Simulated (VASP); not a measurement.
# InSb (I-4m2) in VASP: notebook

The runs below take InSb through single point, with PBE.

Everything below comes from runs of VASP 6.6.1. Logs are shortened: lines on timing, memory, paths and dates and some standing lists are left out, and cuts for length are marked.

## Step 1: The cell of the first run

Symmetry: I-4m2, No. 119, tetragonal system. Conventional cell: a = 5.620 Å, b = 5.620 Å, c = 2.847 Å, α = 90.00°, β = 90.00°, γ = 90.00°. In (site symmetry -4m2) has 2 In at 2.85 Å and 8 Sb at 2.90 to 3.53 Å within 3.8 Å. Within 3.8 Å of Sb (site symmetry -4m2) lie 2 Sb at 2.85 Å and 8 In at 2.90 to 3.53 Å.

## Step 2: Single point, PBE

Contents of INCAR:

```
SYSTEM = InSb
PREC     = Accurate       ! precision mode
ENCUT    = 520            ! plane-wave cutoff, eV
EDIFF    = 1E-6           ! SCF threshold, eV
ISMEAR   = 0              ! smearing method
SIGMA    = 0.15           ! smearing width, eV
LREAL    = .FALSE.        ! projectors in reciprocal space
LASPH    = .TRUE.         ! aspherical terms in the spheres
NELM     = 80             ! most SCF steps
ALGO     = Normal         ! electronic algorithm
ISIF     = 2              ! what is computed and relaxed
LWAVE    = .FALSE.        ! write WAVECAR
LCHARG   = .TRUE.         ! write CHGCAR
GGA      = PE             ! functional
LELF     = .TRUE.         ! ELF
LVHAR    = .TRUE.       
NBANDS   = 16             ! bands
```

Contents of KPOINTS:

```
Automatic mesh
0
G
  16 16 16
  0 0 0
```

Contents of POSCAR:

```
InSb
1.0
   -2.8102500000      2.8102500000      1.4236000000
    2.8102500000     -2.8102500000      1.4236000000
    2.8102500000      2.8102500000     -1.4236000000
In Sb
1 1
Direct
    0.2500000000      0.7500000000      0.5000000000
    0.0000000000      0.0000000000      0.0000000000
```

Potentials or basis: VASP PAW PBE potentials, release 64 (In_d, Sb).

Run with:

```sh
$ cat potpaw_PBE.64/In_d/POTCAR potpaw_PBE.64/Sb/POTCAR > POTCAR
$ mpirun -np 1 vasp_std > vasp.out
```

OUTCAR:

```text
SYSTEM = InSb
   PREC = Accurate
   ENCUT = 520
   EDIFF = 1E-6
   ISMEAR = 0
   LREAL = .FALSE.
   LASPH = .TRUE.
   NELM = 80
   ISIF = 2
   GGA = PE

 ion  position               nearest neighbor table
   1  0.250  0.750  0.500-   2 2.90   2 2.90   2 2.90   2 2.90   2 3.53   2 3.53   2 3.53   2 3.53

   2  0.000  0.000  0.000-   1 2.90   1 2.90   1 2.90   1 2.90   1 3.53   1 3.53   1 3.53   1 3.53

  LATTYP: Found a body centered tetragonal cell.
 ALAT       =     5.6205000000
 C/A-ratio  =     0.5065741482

  Lattice vectors:

 A1 = (  -2.8102500000,   2.8102500000,   1.4236000000)
 A2 = (   2.8102500000,  -2.8102500000,   1.4236000000)
 A3 = (   2.8102500000,   2.8102500000,  -1.4236000000)

Analysis of symmetry for initial positions (statically):
=====================================================================
 Subroutine PRICEL returns:
 Original cell was already a primitive cell.

 Routine SETGRP: Setting up the symmetry group for a
 body centered tetragonal supercell.

 Subroutine GETGRP returns: Found  8 space group operations
 (whereof  8 operations were pure point group operations)
 out of a pool of 16 trial point group operations.

The static configuration has the point symmetry D_2d.

Analysis of symmetry for dynamics (positions and initial velocities):
=====================================================================
 Subroutine PRICEL returns:
 Original cell was already a primitive cell.

 Routine SETGRP: Setting up the symmetry group for a
 body centered tetragonal supercell.

 Subroutine GETGRP returns: Found  8 space group operations
 (whereof  8 operations were pure point group operations)
 out of a pool of 16 trial point group operations.

The dynamic configuration has the point symmetry D_2d.

 Subroutine INISYM returns: Found  8 space group operations
 (whereof  8 operations are pure point group operations),
 and found     1 'primitive' translations

----------------------------------------------------------------------------------------

                                     Primitive cell

  volume of cell :      44.9716

  direct lattice vectors                    reciprocal lattice vectors
    -2.810250000  2.810250000  1.423600000     0.000000000  0.177920114  0.351222253
     2.810250000 -2.810250000  1.423600000     0.177920114  0.000000000  0.351222253
     2.810250000  2.810250000 -1.423600000     0.177920114  0.177920114  0.000000000

  length of vectors
     4.221569268  4.221569268  4.221569268     0.393716444  0.393716444  0.251617038

  position of ions in fractional coordinates (direct lattice)
     0.250000000  0.750000000  0.500000000
     0.000000000  0.000000000  0.000000000

  ion indices of the primitive-cell ions
   primitive index   ion index
                 1           1
                 2           2

----------------------------------------------------------------------------------------

 KPOINTS: Automatic mesh

Automatic generation of k-mesh.
 Grid dimensions read from file:
 generate k-points for:   16   16   16

 Generating k-lattice:

  Cartesian coordinates                     Fractional coordinates (reciprocal lattice)
     0.000000000  0.011120007  0.021951391     0.062500000  0.000000000  0.000000000
     0.011120007  0.000000000  0.021951391     0.000000000  0.062500000  0.000000000
     0.011120007  0.011120007  0.000000000     0.000000000  0.000000000  0.062500000

  Length of vectors
     0.024607278  0.024607278  0.015726065

  Shift w.r.t. Gamma in fractional coordinates (k-lattice)
     0.000000000  0.000000000  0.000000000

 Subroutine IBZKPT returns following result:
 ===========================================

 Found    349 irreducible k-points:

 Following reciprocal coordinates:
            Coordinates               Weight
  0.000000  0.000000  0.000000      1.000000
  0.062500 -0.000000  0.000000      8.000000
  0.125000 -0.000000  0.000000      8.000000
  0.187500  0.000000  0.000000      8.000000
  0.250000 -0.000000  0.000000      8.000000
  0.312500 -0.000000  0.000000      8.000000
[... 16 lines left out ...]
 -0.125000  0.062500 -0.000000     16.000000
 -0.062500  0.062500  0.000000      4.000000
 [... further k-points ...]
   k-points           NKPTS =    349   k-points in BZ     NKDIM =    349   number of bands    NBANDS=     16
   number of dos      NEDOS =    301   number of ions     NIONS =      2
   total plane-waves  NPLWV =  32768
   dimension x,y,z NGX =    32 NGY =   32 NGZ =   32
   dimension x,y,z NGXF=    64 NGYF=   64 NGZF=   64
   ions per type =               1   1
   NGX,Y,Z   is equivalent  to a cutoff of  12.60, 12.60, 12.60 a.u.
   NGXF,Y,Z  is equivalent  to a cutoff of  25.20, 25.20, 25.20 a.u.
 SYSTEM =  InSb
   PREC   = accura    normal or accurate (medium, high low for compatibility)
   ISTART =      0    job   : 0-new  1-cont  2-samecut
   ICHARG =      2    charge: 1-file 2-atom 10-const
   ISPIN  =      1    spin polarized calculation?
   LNONCOLLINEAR =      F non collinear calculations
   LSORBIT =      F    spin-orbit coupling
   LASPH  =      T    aspherical Exc in radial PAW
   ENCUT  =  520.0 eV  38.22 Ry    6.18 a.u.   7.85  7.85  7.85*2*pi/ulx,y,z
   NELM   =     80;   NELMIN=  2; NELMDL= -5     # of ELM steps
   EDIFF  = 0.1E-05   stopping-criterion for ELM
   LREAL  =      F    real-space projection
   EDIFFG = 0.1E-04   stopping-criterion for IOM
   NSW    =      0    number of steps for IOM
   IBRION =     -1    ionic relax: 0-MD 1-quasi-New 2-CG
   NFREE  =      0    steps in history (QN), initial steepest desc. (CG)
   ISIF   =      2    stress and relaxation
   ISYM   =      2    0-nonsym 1-usesym 2-fastsym
   POTIM  = 0.5000    time-step for ionic-motion
   TEBEG  =    0.0;   TEEND  =   0.0 temperature during run
   PSTRESS=    0.0 pullay stress
   NELECT =      18.0000    total number of electrons
   NUPDOWN=      -1.0000    fix difference up-down
   EMIN   =  10.00;   EMAX   =-10.00  energy-range for DOS
   EFERMI =   0.00;   METHOD = LEGACY
   ISMEAR =     0;   SIGMA  =   0.15  broadening in eV -4-tet -1-fermi 0-gaus
   EFERMI_NEDOS =   21; number of points for ismear=-14 and -15
   IALGO  =     38    algorithm
   IMIX   =      4    mixing-type and parameters
     AMIX     =   0.40;   BMIX     =  1.00
     AMIX_MAG =   1.60;   BMIX_MAG =  1.00
  volume/ion in A,a.u.               =      22.49       151.74
  Fermi-wavevector in a.u.,A,eV,Ry     =   1.206479  2.279914 19.804520  1.455591
  Thomas-Fermi vector in A             =   2.342145
   LORBIT       =      0    0 simple, 1 ext, 2 COOP (PROOUT), +10 PAW based schemes
   GGA     = PE    functional components
   LHFCALC =     F    Hartree Fock is set to
   AEXX    =    0.0000 exact exchange contribution
   IVDW    =     0    specifies the selected vdW correction
   LEPSILON=     F    determine dielectric tensor
   LRPA    =     F    only Hartree local field effects (RPA)
 non-spin polarized calculation
 Gauss-broadening in eV      SIGMA  =   0.15
  energy-cutoff  :      520.00
  volume of cell :       44.97
 maximum number of plane-waves:      1242
   NGX = 15   NGY = 15   NGZ = 15

 number of electron      18.0000007 magnetization

 Free energy of the ion-electron system (eV)
  ---------------------------------------------------
  ext. energy  EPLUGINS =         0.00000000
  ---------------------------------------------------
  free energy    TOTEN  =        -6.08130794 eV

  energy without entropy =       -6.07352300  energy(sigma->0) =       -6.07741547

 E-fermi :  10.1485     XC(G=0): -10.9417

 val. band max:       10.1452265576   @ k =  -0.0625   0.3125   0.0625
 cond. band min:      10.1557483658   @ k =  -0.2500   0.3750   0.1250
 fundamental gap:      0.0105218081
 Fermi energy:        10.1485327360

 k-point     1 :       0.0000    0.0000    0.0000
  band No.  band energies     occupation
      1      -5.3046      2.00000
      2      -4.7686      2.00000
      3      -4.7579      2.00000
      4      -4.4927      2.00000
      5      -4.4927      2.00000
      6      -2.9837      2.00000
[... 8 lines left out ...]
     15      20.6571      0.00000
     16      22.4109      0.00000

 k-point     2 :       0.0625   -0.0000    0.0000
  band No.  band energies     occupation
      1      -5.2690      2.00000
      2      -4.7642      2.00000
      3      -4.7579      2.00000
      4      -4.5108      2.00000
      5      -4.5107      2.00000
      6      -2.8884      2.00000
[... 8 lines left out ...]
     15      20.9129      0.00000
     16      21.2927      0.00000

 k-point     3 :       0.1250   -0.0000    0.0000
  band No.  band energies     occupation
      1      -5.1671      2.00000
      2      -4.7582      2.00000
      3      -4.7518      2.00000
      4      -4.5624      2.00000
      5      -4.5614      2.00000
      6      -2.6009      2.00000
[... 8 lines left out ...]
     15      19.7761      0.00000
     16      20.0263      0.00000

 k-point     4 :       0.1875    0.0000    0.0000
  band No.  band energies     occupation
      1      -5.0137      2.00000
      2      -4.7591      2.00000
      3      -4.7345      2.00000
      4      -4.6384      2.00000
      5      -4.6348      2.00000
      6      -2.1200      2.00000
[... 8 lines left out ...]
     15      18.8863      0.00000
     16      19.1743      0.00000
[... 324 lines left out ...]
 k-point    22 :      -0.1875    0.0625    0.0000
  band No.  band energies     occupation
      1      -5.1643      2.00000
      2      -4.7666      2.00000
      3      -4.7475      2.00000
      4      -4.5633      2.00000
      5      -4.5602      2.00000
      6      -2.5005      2.00000
[... 8 lines left out ...]
     15      19.9127      0.00000
     16      20.5830      0.00000

 k-point    23 :      -0.1250    0.0625   -0.0000
  band No.  band energies     occupation
      1      -5.2672      2.00000
      2      -4.7637      2.00000
      3      -4.7609      2.00000
      4      -4.5113      2.00000
      5      -4.5096      2.00000
      6      -2.8220      2.00000
[... 8 lines left out ...]
     15      20.6991      0.00000
     16      21.4716      0.00000

 k-point    24 :      -0.0625    0.0625    0.0000
  band No.  band energies     occupation
      1      -5.3037      2.00000
      2      -4.7669      2.00000
      3      -4.7608      2.00000
      4      -4.4929      2.00000
      5      -4.4920      2.00000
      6      -2.9507      2.00000
[... 8 lines left out ...]
     15      20.7915      0.00000
     16      22.1173      0.00000

 [... further k-points ...]
[... 5 lines left out ...]
  --------------------------------------------------------------------------------------
  -------------------------------------------------------------------------------------
  Total        4.3925368      4.3925368      7.6950280      0.0000000      0.0000000      0.0000000
  in kB      156.4905482    156.4905482    274.1466238      0.0000000      0.0000000      0.0000000
  external PRESSURE =     195.7092401 kB  Pullay stress =       0.0000000 kB

 VOLUME and BASIS-vectors are now :
 -----------------------------------------------------------------------------
  energy-cutoff  :      520.00
  volume of cell :       44.97
      direct lattice vectors                 reciprocal lattice vectors
    -2.810250000  2.810250000  1.423600000     0.000000000  0.177920114  0.351222253
     2.810250000 -2.810250000  1.423600000     0.177920114  0.000000000  0.351222253
     2.810250000  2.810250000 -1.423600000     0.177920114  0.177920114  0.000000000

 POSITION                                       TOTAL-FORCE (eV/Angst)
 -----------------------------------------------------------------------------------
      2.81025      0.00000      0.71180         0.000000     -0.000000      0.000000
      0.00000      0.00000      0.00000        -0.000000      0.000000     -0.000000
 -----------------------------------------------------------------------------------
    total drift:                               -0.000000      0.000000      0.000000

  FREE ENERGIE OF THE ION-ELECTRON SYSTEM (eV)
  ---------------------------------------------------
  free  energy   TOTEN  =        -6.0813079372 eV

  energy  without entropy=       -6.0735229967  energy(sigma->0) =       -6.07741547
```

It took 1.8 min on 1 thread of Intel Xeon Platinum 8488C (Sapphire Rapids), shared host; peak memory 0.39 GiB.

Results:

```
Free energy            : -6.0813 eV
Pressure               : 19.6 GPa
Band gap on the k mesh : zero (bands 9 and 10 overlap by 4.69 eV)
```

Stress tensor (GPa, compression positive):
```
15.65  0.00  0.00
 0.00 15.65  0.00
 0.00  0.00 27.41
```

Levels at points of the mesh, in eV from the Fermi level:
```csv
k point,band 6,band 7,band 8,band 9,band 10,band 11,band 12,band 13
"(0.00, 0.00, 0.00)",-13.13,-3.56,-3.07,-3.07,2.59,6.64,6.64,7.40
"(0.50, 0.00, 0.00)",-7.86,-5.99,-2.43,-1.31,-1.31,2.36,3.46,5.74
"(0.50, 0.50, 0.00)",-11.76,-8.90,-0.96,1.15,1.26,1.79,6.50,9.78
"(0.50, 0.50, 0.50)",-10.30,-6.44,-6.10,-6.10,6.07,7.81,9.83,9.83
```

Caveat: the cell stands under pressure; spin-orbit coupling is left out, which moves the levels of the heavy elements.

## Step 3: Single point, PBE

This run uses another cell than the first one, of 23.28 Å³/atom.

Contents of INCAR:

```
SYSTEM = InSb
  PREC = Accurate
  ENCUT = 520
  EDIFF = 1E-7
  ISMEAR = 0
  SIGMA = 0.15
  LREAL = .False.
  LASPH = .True.
  NELM = 60
  ALGO = Normal
  ISIF = 2
  LWAVE = .False.
  LCHARG = .False.
  GGA = PE
  NBANDS = 16
```

Contents of KPOINTS:

```
regular mesh
0
Gamma
  16 16 16
  0 0 0
```

Contents of POSCAR:

```
InSb
1.0
   -2.8595500000      2.8595500000      1.4236000000
    2.8595500000     -2.8595500000      1.4236000000
    2.8595500000      2.8595500000     -1.4236000000
In Sb
1 1
Direct
    0.2500000000      0.7500000000      0.5000000000
    0.0000000000      0.0000000000      0.0000000000
```

Potentials or basis: VASP PAW PBE potentials, release 64 (In_d, Sb).

Run with:

```sh
$ cat potpaw_PBE.64/In_d/POTCAR potpaw_PBE.64/Sb/POTCAR > POTCAR
$ mpirun -np 1 vasp_std > vasp.out
```

It took 2 min on 1 thread of Intel Xeon Platinum 8488C (Sapphire Rapids), shared host; peak memory 0.39 GiB.

It converged, with:

```yaml
Free_energy: -6.2139 eV
Pressure: 15.7 GPa
Band_gap_on_the_k_mesh: zero (bands 9 and 10 overlap by 4.36 eV)
```

Stress tensor (GPa, compression positive):
```
11.16  0.00  0.00
 0.00 11.16  0.00
 0.00  0.00 24.72
```

Levels at points of the mesh, in eV from the Fermi level:
```tsv
k point	band 6	band 7	band 8	band 9	band 10	band 11	band 12	band 13
(0.00, 0.00, 0.00)	-12.85	-3.81	-3.01	-3.01	2.61	6.31	6.31	7.45
(0.50, 0.00, 0.00)	-7.70	-5.78	-2.36	-1.30	-1.14	2.46	3.36	5.56
(0.50, 0.50, 0.00)	-11.60	-8.66	-1.05	1.02	1.18	1.53	6.66	9.97
(0.50, 0.50, 0.50)	-10.32	-6.39	-5.86	-5.86	6.26	8.07	9.25	9.25
```

Caveat: the cell stands under pressure; spin-orbit coupling is left out, which moves the levels of the heavy elements.
